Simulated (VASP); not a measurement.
# AgRh (P-6m2) in VASP: settings compared

AgRh is run at these levels: HF, PBEsol-based screened hybrid with 25 % exact exchange; tasks: single point.

Program: VASP 6.6.1. These are calculated values, not measurements. Logs are shortened: lines on timing, memory, paths and dates and some standing lists are left out, and cuts for length are marked.

## 1. The cell of the first run

Symmetry: P-6m2, No. 187, hexagonal system. Conventional cell: a = 2.778 Å, b = 2.778 Å, c = 4.809 Å, α = 90.00°, β = 90.00°, γ = 120.00°. Ag (site symmetry -6m2) has 6 Ag at 2.78 Å and 6 Rh at 2.89 Å within 3.7 Å. Rh (site symmetry -6m2) has 6 Rh at 2.78 Å and 6 Ag at 2.89 Å within 3.7 Å.

## 2. Single point, HF

Input file POSCAR:

```
AgRh
1.0
    2.7775881998      0.0000000000      0.0000000000
   -1.3887940999      2.4054619423      0.0000000000
    0.0000000000      0.0000000000      4.8086020000
Ag Rh
1 1
Direct
    0.0000000000      0.0000000000      0.5000000000
    0.6666666667      0.3333333333      0.0000000000
```

Input file INCAR.step1:

```
PREC     = Accurate       # precision mode
ENCUT    = 520            # plane-wave cutoff, eV
EDIFF    = 1E-5           # SCF threshold, eV
ISMEAR   = -1             # smearing method
SIGMA    = 0.05           # smearing width, eV
LREAL    = False          # projectors in reciprocal space
LASPH    = True           # aspherical terms in the spheres
NELM     = 80             # most SCF steps
ALGO     = Normal         # electronic algorithm
ISIF     = 2              # what is computed and relaxed
LWAVE    = True           # write WAVECAR
LCHARG   = False          # write CHGCAR
NBANDS   = 20             # bands
GGA      = PE             # functional
```

Input file INCAR.step2:

```
PREC     = Accurate       # precision mode
ENCUT    = 520            # plane-wave cutoff, eV
EDIFF    = 1E-6           # SCF threshold, eV
ISMEAR   = -1             # smearing method
SIGMA    = 0.05           # smearing width, eV
LREAL    = False          # projectors in reciprocal space
LASPH    = True           # aspherical terms in the spheres
NELM     = 80             # most SCF steps
ALGO     = Normal         # electronic algorithm
ISIF     = 2              # what is computed and relaxed
LWAVE    = False          # write WAVECAR
LCHARG   = False          # write CHGCAR
GGA      = PE             # functional
LHFCALC  = True           # exact exchange
AEXX     = 1.0            # exact-exchange fraction
ALDAC    = 0.0          
AGGAC    = 0.0          
PRECFOCK = Normal       
NBANDS   = 20             # bands
ISTART   = 1
```

Input file KPOINTS:

```
Automatic mesh
0
Gamma
  6 6 3
```

Potentials or basis: VASP PAW PBE potentials, release 64 (Ag, Rh_pv).

Command:

```console
$ cat potpaw_PBE.64/Ag/POTCAR potpaw_PBE.64/Rh_pv/POTCAR > POTCAR
$ cp INCAR.step1 INCAR
$ mpirun -np 1 vasp_std > vasp.out
$ cp INCAR.step2 INCAR
$ mpirun -np 1 vasp_std > vasp.out
```

OUTCAR:

```text
PREC = Accurate
   ENCUT = 520
   EDIFF = 1E-6
   ISMEAR = -1
   LREAL = False
   LASPH = True
   NELM = 80
   ISIF = 2
   GGA = PE
   LHFCALC = True
   AEXX = 1.0
   PRECFOCK = Normal
   ISTART = 1

 ion  position               nearest neighbor table
   1  0.000  0.000  0.500-   2 2.89   2 2.89   2 2.89   2 2.89   2 2.89   2 2.89
   2  0.667  0.333  0.000-   1 2.89   1 2.89   1 2.89   1 2.89   1 2.89   1 2.89

  LATTYP: Found a hexagonal cell.
 ALAT       =     2.7775881998
 C/A-ratio  =     1.7312148721

  Lattice vectors:

 A1 = (   2.7775881998,   0.0000000000,   0.0000000000)
 A2 = (  -1.3887940999,   2.4054619423,   0.0000000000)
 A3 = (   0.0000000000,   0.0000000000,   4.8086020000)

Analysis of symmetry for initial positions (statically):
=====================================================================
 Subroutine PRICEL returns:
 Original cell was already a primitive cell.

 Routine SETGRP: Setting up the symmetry group for a
 hexagonal supercell.

 Subroutine GETGRP returns: Found 12 space group operations
 (whereof 12 operations were pure point group operations)
 out of a pool of 24 trial point group operations.

The static configuration has the point symmetry D_3h.

Analysis of symmetry for dynamics (positions and initial velocities):
=====================================================================
 Subroutine PRICEL returns:
 Original cell was already a primitive cell.

 Routine SETGRP: Setting up the symmetry group for a
 hexagonal supercell.

 Subroutine GETGRP returns: Found 12 space group operations
 (whereof 12 operations were pure point group operations)
 out of a pool of 24 trial point group operations.

The dynamic configuration has the point symmetry D_3h.

 Subroutine INISYM returns: Found 12 space group operations
 (whereof 12 operations are pure point group operations),
 and found     1 'primitive' translations

----------------------------------------------------------------------------------------

                                     Primitive cell

  volume of cell :      32.1281

  direct lattice vectors                    reciprocal lattice vectors
     2.777588200  0.000000000  0.000000000     0.360024571  0.207860283  0.000000000
[... 75 lines left out ...]
   EDIFF  = 0.1E-05   stopping-criterion for ELM
   LREAL  =      F    real-space projection
   EDIFFG = 0.1E-04   stopping-criterion for IOM
   NSW    =      0    number of steps for IOM
   IBRION =     -1    ionic relax: 0-MD 1-quasi-New 2-CG
   NFREE  =      0    steps in history (QN), initial steepest desc. (CG)
   ISIF   =      2    stress and relaxation
   ISYM   =      3    0-nonsym 1-usesym 2-fastsym
   POTIM  = 0.5000    time-step for ionic-motion
   TEBEG  =    0.0;   TEEND  =   0.0 temperature during run
   PSTRESS=    0.0 pullay stress
   NELECT =      26.0000    total number of electrons
   NUPDOWN=      -1.0000    fix difference up-down
   EMIN   =  10.00;   EMAX   =-10.00  energy-range for DOS
   EFERMI =   0.00;   METHOD = LEGACY
   ISMEAR =    -1;   SIGMA  =   0.05  broadening in eV -4-tet -1-fermi 0-gaus
   EFERMI_NEDOS =   21; number of points for ismear=-14 and -15
   IALGO  =     38    algorithm
   IMIX   =      1    mixing-type and parameters
     AMIX     =   0.40;   BMIX     =  1.00
     AMIX_MAG =   1.60;   BMIX_MAG =  1.00
  volume/ion in A,a.u.               =      16.06       108.41
  Fermi-wavevector in a.u.,A,eV,Ry     =   1.525589  2.882945 31.666497  2.327422
  Thomas-Fermi vector in A             =   2.633739
   LORBIT       =      0    0 simple, 1 ext, 2 COOP (PROOUT), +10 PAW based schemes
   GGA     = PE    functional components
   LHFCALC =     T    Hartree Fock is set to
   PRECFOCK=normal    Normal, Fast or Accurate (Low or Medium for compatibility)
   ENCUT4O =  -1.0   cutoff for four orbital integrals eV
   NKREDX  =     1    reduce k-point grid by
   NKREDY  =     1    reduce k-point grid by
   NKREDZ  =     1    reduce k-point grid by
   AEXX    =    1.0000 exact exchange contribution
   HFSCREEN=    0.0000 screening length (either q_TF or 0.3 A-1)
   HFSCREENC=   0.0000 screening length for correlation (either q_TF or 0.3 A-1)
   ENCUTFOCK=  -1.0 apply spherical cutoff to Coloumb kernel
   IVDW    =     0    specifies the selected vdW correction
   LEPSILON=     F    determine dielectric tensor
   LRPA    =     F    only Hartree local field effects (RPA)
 non-spin polarized calculation
  energy-cutoff  :      520.00
  volume of cell :       32.13
 maximum number of plane-waves:       870
 NGX is ok and might be reduce to    24
  NGX = 16; NGY = 16; NGZ = 28

 number of electron      25.9999997 magnetization

 Free energy of the ion-electron system (eV)
  ---------------------------------------------------
  ext. energy  EPLUGINS =         0.00000000
  ---------------------------------------------------
  free energy    TOTEN  =       -16.17733179 eV

  energy without entropy =      -16.17232547  energy(sigma->0) =      -16.17482863

 E-fermi :   7.5462     XC(G=0):   0.0000

 val. band max:        7.4657639968   @ k =   0.3333   0.0000   0.3333
 cond. band min:       8.7000364713   @ k =   0.1667   0.0000   0.0000
 fundamental gap:      1.2342724745
 Fermi energy:         7.5462360746

 k-point     1 :       0.0000    0.0000    0.0000
  band No.  band energies     occupation
      1     -50.2577      2.00000
      2     -49.9317      2.00000
      3     -49.9317      2.00000
      4      -3.2924      2.00000
      5      -1.9091      2.00000
      6      -1.9091      2.00000
[... 311 lines left out ...]
     19      24.5571      0.00000
     20      33.0531      0.00000

------------------------ aborting loop because EDIFF is reached ----------------------------------------

  FORCE on cell =-STRESS in cart. coord.  units (eV):
  Direction    XX          YY          ZZ          XY          YZ          ZX
  --------------------------------------------------------------------------------------
  -------------------------------------------------------------------------------------
  Total        0.4546292      0.4546292      1.1870507      0.0000000      0.0000000      0.0000000
  in kB       22.6716273     22.6716273     59.1963142      0.0000000      0.0000000      0.0000000
  external PRESSURE =      34.8465229 kB  Pullay stress =       0.0000000 kB

 VOLUME and BASIS-vectors are now :
 -----------------------------------------------------------------------------
  energy-cutoff  :      520.00
  volume of cell :       32.13
      direct lattice vectors                 reciprocal lattice vectors
     2.777588200  0.000000000  0.000000000     0.360024571  0.207860283  0.000000000
    -1.388794100  2.405461942  0.000000000     0.000000000  0.415720566  0.000000000
     0.000000000  0.000000000  4.808602000     0.000000000  0.000000000  0.207960651

 POSITION                                       TOTAL-FORCE (eV/Angst)
 -----------------------------------------------------------------------------------
      0.00000      0.00000      2.40430        -0.000000      0.000000      0.000000
      1.38879      0.80182      0.00000         0.000000      0.000000      0.000000
 -----------------------------------------------------------------------------------
    total drift:                               -0.000000      0.000001      0.000000

  FREE ENERGIE OF THE ION-ELECTRON SYSTEM (eV)
  ---------------------------------------------------
  free  energy   TOTEN  =       -16.1773317913 eV

  energy  without entropy=      -16.1723254736  energy(sigma->0) =      -16.17482863
```

Run time: 31 min. Hardware: 1 thread of AMD EPYC 7R13 (Zen 3), shared host; peak memory 0.14 GiB.

Results:

| Quantity | Value |
| --- | --- |
| Free energy | -16.1773 eV |
| Pressure | 3.5 GPa |
| Band gap on the k mesh | zero (bands 13 and 14 overlap by 7.19 eV) |

Stress tensor (GPa, compression positive):
```
2.27 0.00 0.00
0.00 2.27 0.00
0.00 0.00 5.92
```

Levels at points of the mesh, in eV from the Fermi level:
| k point | band 11 | band 12 | band 13 | band 14 | band 15 | band 16 |
| --- | --- | --- | --- | --- | --- | --- |
| (0.00, 0.00, 0.00) | -3.14 | -3.14 | 1.96 | 1.96 | 4.52 | 12.05 |
| (0.50, 0.00, 0.00) | -4.03 | -2.61 | 5.76 | 5.87 | 9.80 | 15.87 |

Caveat: the k points lie up to 0.44 Å⁻¹ apart, too coarse for converged energies and pressures of a metal; the PAW data sets were made with another functional, which shifts forces and pressure a little.

## 3. Single point, HF

This run uses another cell than the first one, of 16.51 Å³/atom.

Input file POSCAR:

```
AgRh
1.0
    2.7850476270      0.0000000000      0.0000000000
   -1.3925238135      2.4119219957      0.0000000000
    0.0000000000      0.0000000000      4.9165067168
Ag Rh
1 1
Direct
    0.0000000000      0.0000000000      0.5000000000
    0.6666666667      0.3333333333      0.0000000000
```

Input file INCAR.step1:

```
SYSTEM = AgRh
ALGO = Normal
EDIFF = 1E-5
ENCUT = 520
GGA = PE
ISIF = 2
ISMEAR = -1
LASPH = .True.
LCHARG = .False.
LREAL = .False.
LWAVE = .True.
NBANDS = 20
NELM = 100
PREC = Accurate
SIGMA = 0.05
```

Input file INCAR.step2:

```
SYSTEM = AgRh
AEXX = 1.0
AGGAC = 0.0
ALDAC = 0.0
ALGO = Normal
EDIFF = 1E-7
ENCUT = 520
GGA = PE
ISIF = 2
ISMEAR = -1
ISTART = 1
LASPH = .True.
LCHARG = .False.
LHFCALC = .True.
LREAL = .False.
LWAVE = .False.
NBANDS = 20
NELM = 100
PREC = Accurate
PRECFOCK = Normal
SIGMA = 0.05
```

Input file KPOINTS:

```
k-points
0
Gamma
  6 6 3
  0 0 0
```

Potentials or basis: VASP PAW PBE potentials, release 64 (Ag, Rh_pv).

Command:

```console
$ cat potpaw_PBE.64/Ag/POTCAR potpaw_PBE.64/Rh_pv/POTCAR > POTCAR
$ cp INCAR.step1 INCAR
$ mpirun -np 1 vasp_std > vasp.out
$ cp INCAR.step2 INCAR
$ mpirun -np 1 vasp_std > vasp.out
```

Wall time 33 min (1 thread of AMD EPYC 7R13 (Zen 3), shared host); peak memory 0.14 GiB.

Results (log left out):

```yaml
Free_energy: -16.1922 eV
Pressure: 0.0 GPa
Band_gap_on_the_k_mesh: zero (bands 13 and 14 overlap by 7.15 eV)
```

Stress tensor (GPa, compression positive):
```
 0.03  0.00  0.00
 0.00  0.03  0.00
 0.00  0.00 -0.17
```

Levels at points of the mesh, in eV from the Fermi level:
```tsv
k point	band 11	band 12	band 13	band 14	band 15	band 16
(0.00, 0.00, 0.00)	-3.12	-3.12	1.95	1.95	4.28	11.39
(0.50, 0.00, 0.00)	-3.97	-2.67	5.74	5.82	9.59	15.45
```

Caveat: the k points lie up to 0.43 Å⁻¹ apart, too coarse for converged energies and pressures of a metal; the PAW data sets were made with another functional, which shifts forces and pressure a little.

## 4. Single point, PBEsol-based screened hybrid with 25 % exact exchange

Input file POSCAR:

```
AgRh
1.0
    2.7775881998      0.0000000000      0.0000000000
   -1.3887940999      2.4054619423      0.0000000000
    0.0000000000      0.0000000000      4.8086020000
Ag Rh
1 1
Direct
    0.0000000000      0.0000000000      0.5000000000
    0.6666666667      0.3333333333      0.0000000000
```

Input file INCAR.step1:

```
PREC = Accurate ; ENCUT = 400
EDIFF = 1E-5 ; ISMEAR = -1
SIGMA = 0.05 ; LREAL = False
LASPH = True ; NELM = 120
ALGO = Normal ; ISIF = 2
LWAVE = True ; LCHARG = False
NBANDS = 20 ; GGA = PE
GGA_COMPAT = False
```

Input file INCAR.step2:

```
PREC = Accurate ; ENCUT = 400
EDIFF = 1E-6 ; ISMEAR = -1
SIGMA = 0.05 ; LREAL = False
LASPH = True ; NELM = 120
ALGO = Normal ; ISIF = 2
LWAVE = False ; LCHARG = False
GGA = PS ; LHFCALC = True
AEXX = 0.25 ; HFSCREEN = 0.207
PRECFOCK = Normal ; NBANDS = 20
ISTART = 1 ; GGA_COMPAT = False
```

Input file KPOINTS:

```
regular mesh
0
Gamma
  6 6 3
```

Command:

```console
$ cat potpaw_PBE.64/Ag/POTCAR potpaw_PBE.64/Rh_pv/POTCAR > POTCAR
$ cp INCAR.step1 INCAR
$ mpirun -np 1 vasp_std > vasp.out
$ cp INCAR.step2 INCAR
$ mpirun -np 1 vasp_std > vasp.out
```

Run time: 31 min. Hardware: 1 thread of Oxide Virtual Turin-like, shared host; peak memory 0.21 GiB.

It converged, with:

* Free energy: -11.7160 eV
* Pressure: -12.7 GPa
* Band gap on the k mesh: zero (bands 13 and 14 overlap by 1.62 eV)

Stress tensor (GPa, compression positive):
```
-13.96   0.00   0.00
  0.00 -13.96   0.00
  0.00   0.00 -10.26
```

Levels at points of the mesh, in eV from the Fermi level:
| k point | band 9 | band 10 | band 11 | band 12 | band 13 | band 14 | band 15 | band 16 | band 17 | band 18 |
| --- | --- | --- | --- | --- | --- | --- | --- | --- | --- | --- |
| (0.00, 0.00, 0.00) | -3.73 | -3.73 | -2.06 | -2.06 | 0.25 | 0.25 | 0.70 | 6.53 | 18.03 | 18.73 |
| (0.50, 0.00, 0.00) | -3.15 | -2.75 | -1.79 | -0.36 | 1.57 | 2.36 | 4.92 | 9.72 | 9.95 | 13.25 |

Caveat: the k points lie up to 0.44 Å⁻¹ apart, too coarse for converged energies and pressures of a metal; the PAW data sets were made with another functional, which shifts forces and pressure a little.

## 5. The runs side by side

| level | cell | cutoff (eV) | share of exact exchange | screening parameter | gap on the mesh (eV) | pressure (GPa) |
| --- | --- | --- | --- | --- | --- | --- |
| HF | a = 2.778, b = 2.778, c = 4.809 Å, angles 90.0, 90.0, 120.0°, 2 atoms | 520 | 1 | - | none | 3.5 |
| HF | a = 2.785, b = 2.785, c = 4.917 Å, angles 90.0, 90.0, 120.0°, 2 atoms | 520 | 1 | - | none | 0.0 |
| PBEsol-based screened hybrid with 25 % exact exchange | a = 2.778, b = 2.778, c = 4.809 Å, angles 90.0, 90.0, 120.0°, 2 atoms | 400 | 0.25 | 0.207 1/Å | none | -12.7 |

Alike in all rows: task single point; potentials or basis VASP PAW PBE potentials, release 64 (Ag, Rh_pv); no spin polarisation; k mesh 6 × 6 × 3; smearing fermi-dirac 0.05 eV.

Caveats: all runs use coarse meshes; the PAW data sets were made with another functional, which shifts forces and pressure a little.

Absolute energies hang on the potentials; compare differences alone.

The gap in the log of VASP goes by the Fermi energy; the results here count the filled bands.